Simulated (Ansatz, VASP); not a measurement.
## Al2O3: VASP beside Ansatz

INCAR

```
SYSTEM = Al2O3
  PREC = Accurate
  ENCUT = 910
  EDIFF = 1E-6
  ISMEAR = 0
  SIGMA = 0.05
  LREAL = .False.
  LASPH = .True.
  NELM = 120
  ALGO = Normal
  ISIF = 2
  LWAVE = .False.
  LCHARG = .False.
  GGA = CA
  NBANDS = 20
  GGA_COMPAT = .False.
```

The input KPOINTS:

```
Automatic mesh
0
Gamma
  12 12 4
  0 0 0
```

The input POSCAR:

```
Al2O3
1.0
    3.1854573241      0.0000000000      0.0000000000
   -1.5927286620      2.7586869653      0.0000000000
    0.0000000000      0.0000000000      6.7968505109
Al O
2 3
Direct
    0.0000000000      0.0000000000      0.2779510000
    0.0000000000      0.0000000000      0.7220490000
    0.3333333333      0.6666666667      0.1994540000
    0.6666666667      0.3333333333      0.8005460000
    0.0000000000      0.0000000000      0.5000000000
```

Input for Ansatz:

```yaml
crystal:
  lattice:
    - [3.1854573241, 0.0, 0.0]
    - [-1.592728662, 2.7586869653, 0.0]
    - [0.0, 0.0, 6.7968505109]
  atoms:
    - { symbol: Al, position: [0.0, 0.0, 0.277951] }
    - { symbol: Al, position: [0.0, 0.0, 0.722049] }
    - { symbol: O, position: [0.3333333333, 0.6666666667, 0.199454] }
    - { symbol: O, position: [0.6666666667, 0.3333333333, 0.800546] }
    - { symbol: O, position: [0.0, 0.0, 0.5] }
basis:
  ecutwfc: 420
kpoints:
  mp_grid: { grid: [12, 12, 4] }
hamiltonian:
  xc: lda
scf:
  occupations: { method: gaussian, width: 0.05 }
output:
  forces: true
  stress: true
  eigenvalues: true
```

Alike in both runs: task single point; functional LDA; k mesh 12 × 12 × 4; occupations gaussian, width 0.05 eV; no spin polarisation.

|  | VASP | Ansatz |
| --- | --- | --- |
| version | VASP 6.6.1 | Ansatz 0.2.0 |
| potentials or method | VASP PAW LDA potentials, release 64 (Al, O_h), cutoff 910 eV | scalar-relativistic, plane waves, PAW |
| valence electrons in the cell | 24 | 24 |

|  | VASP | Ansatz | Ansatz less VASP |
| --- | --- | --- | --- |
| gap on the k mesh at the Fermi level (eV) | 3.19 | 3.19 | +0.006 |
| least direct gap on the mesh (eV) | 3.55 | 3.57 | +0.013 |
| rms of the force components (eV/Å) | 3.000 | 2.894 | -0.1063 |

LDA's correlation is that of Perdew and Zunger in VASP and of Perdew and Wang (1992) in Ansatz. Atom by atom the forces differ by 0.108 eV/Å (rms over components).

Noted on VASP's run: the cutoff is short for stress, so the pressure is rough.
